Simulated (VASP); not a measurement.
# F (Fm-3m) in VASP: notebook, part 2 of 2

VASP 6.6.1.

**3. Single point, LDA (8.40 Å³/atom)**

This run uses another cell than the first one, of 8.40 Å³/atom.

POSCAR

```
F
1.0
    0.0000000000      1.6133363541      1.6133363541
    1.6133363541      0.0000000000      1.6133363541
    1.6133363541      1.6133363541      0.0000000000
F
1
Direct
    0.0000000000      0.0000000000      0.0000000000
```

INCAR.step1

```
PREC = Accurate ; ENCUT = 520
EDIFF = 1E-7 ; ISMEAR = -1
SIGMA = 0.05 ; LREAL = False
LASPH = True ; NELM = 80
ALGO = Normal ; ISIF = 2
LWAVE = False ; LCHARG = True
GGA = CA ; NBANDS = 10
```

KPOINTS.step1

```
regular mesh
0
Gamma
  17 17 17
```

INCAR.step2

```
PREC = Accurate ; ENCUT = 520
EDIFF = 1E-7 ; ISMEAR = -5
SIGMA = 0.05 ; LREAL = False
LASPH = True ; NELM = 80
ALGO = Normal ; ISIF = 2
LWAVE = False ; LCHARG = False
GGA = CA ; LORBIT = 11
NEDOS = 2001 ; ICHARG = 11
```

KPOINTS.step2

```
regular mesh
0
Gamma
  26 26 26
```

Potentials or basis: VASP PAW LDA potentials, release 64 (F).

Launch:

```bash
$ cat potpaw_LDA.64/F/POTCAR > POTCAR
$ cp INCAR.step1 INCAR
$ cp KPOINTS.step1 KPOINTS
$ mpirun -np 1 vasp_std > vasp.out
$ cp INCAR.step2 INCAR
$ cp KPOINTS.step2 KPOINTS
$ mpirun -np 1 vasp_std > vasp.out
```

OUTCAR:

```text
PREC = Accurate
   ENCUT = 520
   EDIFF = 1E-7
   ISMEAR = -5
   LREAL = False
   LASPH = True
   NELM = 80
   ISIF = 2
   GGA = CA
   LORBIT = 11
   ICHARG = 11

 ion  position               nearest neighbor table
   1  0.000  0.000  0.000-

  LATTYP: Found a face centered cubic cell.
 ALAT       =     3.2266727082

  Lattice vectors:

 A1 = (   0.0000000000,   1.6133363541,   1.6133363541)
 A2 = (   1.6133363541,   0.0000000000,   1.6133363541)
 A3 = (   1.6133363541,   1.6133363541,   0.0000000000)

Analysis of symmetry for initial positions (statically):
=====================================================================
 Subroutine PRICEL returns:
 Original cell was already a primitive cell.

 Routine SETGRP: Setting up the symmetry group for a
 face centered cubic supercell.

 Subroutine GETGRP returns: Found 48 space group operations
 (whereof 48 operations were pure point group operations)
 out of a pool of 48 trial point group operations.

The static configuration has the point symmetry O_h .

Analysis of symmetry for dynamics (positions and initial velocities):
=====================================================================
 Subroutine PRICEL returns:
 Original cell was already a primitive cell.

 Routine SETGRP: Setting up the symmetry group for a
 face centered cubic supercell.

 Subroutine GETGRP returns: Found 48 space group operations
 (whereof 48 operations were pure point group operations)
 out of a pool of 48 trial point group operations.

The dynamic configuration has the point symmetry O_h .

 Subroutine INISYM returns: Found 48 space group operations
 (whereof 48 operations are pure point group operations),
 and found     1 'primitive' translations

----------------------------------------------------------------------------------------

                                     Primitive cell

  volume of cell :       8.3986

  direct lattice vectors                    reciprocal lattice vectors
[... 112 lines left out ...]
   GGA     = CA    functional components
   LHFCALC =     F    Hartree Fock is set to
   AEXX    =    0.0000 exact exchange contribution
   IVDW    =     0    specifies the selected vdW correction
   LEPSILON=     F    determine dielectric tensor
   LRPA    =     F    only Hartree local field effects (RPA)
 non-spin polarized calculation
 Fermi weights with tetrahedron method with Bloechl corrections
  energy-cutoff  :      520.00
  volume of cell :        8.40
 maximum number of plane-waves:       244
 NGX is ok and might be reduce to    18

 number of electron       6.9999993 magnetization

 Free energy of the ion-electron system (eV)
  ---------------------------------------------------
  ext. energy  EPLUGINS =         0.00000000
  ---------------------------------------------------
  free energy    TOTEN  =        -1.28908348 eV

  energy without entropy =       -1.28908348  energy(sigma->0) =       -1.28908348

 E-fermi :  -2.0201     XC(G=0): -12.1722

 val. band max:       -2.0177599017   @ k =   0.4615   0.0769   0.0000
 cond. band min:      -2.0284577950   @ k =   0.3077   0.1538   0.0000
 fundamental gap:     -0.0106978933
 Fermi energy:        -2.0201122524

 k-point     1 :       0.0000    0.0000    0.0000
  band No.  band energies     occupation
      1     -24.6445      2.00000
      2      -1.2847      0.00000
      3      -1.2847      0.00000
      4      -1.2847      0.00000
      5      13.2145      0.00000
      6      35.0521      0.00000
      7      35.0521      0.00000
[... 221 lines left out ...]
 k-point    24 :       0.3846    0.0385    0.0000
  band No.  band energies     occupation
      1     -22.5625      2.00000
      2      -6.4097      2.00000
      3      -1.8121      0.00000
      4      -1.7672      0.00000
      5      18.2676      0.00000
      6      23.2515      0.00000
      7      32.6402      0.00000

 [... further k-points ...]

------------------------ aborting loop because EDIFF is reached ----------------------------------------

  FORCE on cell =-STRESS in cart. coord.  units (eV):
  Direction    XX          YY          ZZ          XY          YZ          ZX
  --------------------------------------------------------------------------------------
  -------------------------------------------------------------------------------------
  Total       -0.0655427     -0.0655427     -0.0655427     -0.0000000     -0.0000000      0.0000000
  in kB      -12.5034584    -12.5034584    -12.5034584     -0.0000000     -0.0000000      0.0000000
  external PRESSURE =     -12.5034584 kB  Pullay stress =       0.0000000 kB

 VOLUME and BASIS-vectors are now :
 -----------------------------------------------------------------------------
  energy-cutoff  :      520.00
  volume of cell :        8.40
      direct lattice vectors                 reciprocal lattice vectors
     0.000000000  1.613336354  1.613336354    -0.309916775  0.309916775  0.309916775
     1.613336354  0.000000000  1.613336354     0.309916775 -0.309916775  0.309916775
     1.613336354  1.613336354  0.000000000     0.309916775  0.309916775 -0.309916775

 POSITION                                       TOTAL-FORCE (eV/Angst)
 -----------------------------------------------------------------------------------
      0.00000      0.00000      0.00000         0.000000     -0.000000      0.000000
 -----------------------------------------------------------------------------------
    total drift:                                0.000000      0.000000     -0.000000

  FREE ENERGIE OF THE ION-ELECTRON SYSTEM (eV)
  ---------------------------------------------------
  free  energy   TOTEN  =        -1.2890834834 eV

  energy  without entropy=       -1.2890834834  energy(sigma->0) =       -1.28908348

 total charge

# of ion       s       p       d       tot
------------------------------------------
    1        1.766   3.983   0.000   5.750
```

OSZICAR.step1:

```text
N       E                     dE             d eps       ncg     rms          rms(c)
DAV:   1     0.137859385871E+02    0.13786E+02   -0.38095E+03  3472   0.626E+02
DAV:   2    -0.116735693304E+01   -0.14953E+02   -0.14589E+02  3772   0.123E+02
DAV:   3    -0.129787878452E+01   -0.13052E+00   -0.12916E+00  3808   0.915E+00
DAV:   4    -0.129796579825E+01   -0.87014E-04   -0.87012E-04  3636   0.316E-01
DAV:   5    -0.129796589409E+01   -0.95842E-07   -0.95666E-07  3778   0.947E-03    0.200E-01
DAV:   6    -0.129753276601E+01    0.43313E-03   -0.15250E-03  3648   0.290E-01    0.101E-01
DAV:   7    -0.129754288634E+01   -0.10120E-04   -0.14727E-04  3746   0.906E-02    0.507E-02
DAV:   8    -0.129755470962E+01   -0.11823E-04   -0.40741E-06  3666   0.250E-02    0.126E-03
DAV:   9    -0.129755470358E+01    0.60415E-08   -0.11966E-08  2678   0.110E-03
   1 F= -.12975547E+01 E0= -.12891061E+01  d E =-.168972E-01
```

Run time: 48 s. Hardware: 1 thread of Intel Xeon 8259CL, shared host; peak memory 0.13 GiB.

Results:

```
Valence electrons inside the program's atomic spheres : F 5.75
```

Caveat: an odd number of electrons without spin polarisation forces a metal; a magnetic or distorted state may lie lower; tetrahedron occupations give inexact forces and stress in metals.
